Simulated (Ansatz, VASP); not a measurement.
## Al in VASP and in Ansatz

```
CELL_PARAMETERS angstrom
-1.62304 1.62304 1.59122
1.62304 -1.62304 1.59122
1.55939 1.55939 -1.59122
ATOMIC_POSITIONS crystal
Al 0.00000 0.00000 0.00000
```

Change from the starting cell: strain -0.0400 x Voigt [0, 0, 0, 0, 0, 1], atoms carried along.

Alike in both runs: task single point; functional PBEsol; k mesh 20 × 20 × 20; occupations gaussian, width 0.15 eV; no spin polarisation.

```csv
,VASP,Ansatz
version,VASP 6.6.1,Ansatz 0.2.0
potentials or method,"VASP PAW PBE potentials, release 64 (Al), cutoff 520 eV","scalar-relativistic, plane waves, PAW"
valence electrons in the cell,3,3
```

|  | VASP | Ansatz | Ansatz less VASP |
| --- | --- | --- | --- |
| gap on the k mesh at the Fermi level (eV) | none | none | - |
| pressure (GPa) | 2.4 | 2.4 | -0.07 |
| traceless stress, the component that is largest in VASP (GPa) | 1.97 | 1.95 | -0.017 |

VASP's potentials were made for PBE, not for PBEsol. A gap of «none» marks a metal or a gap that the smearing closes.
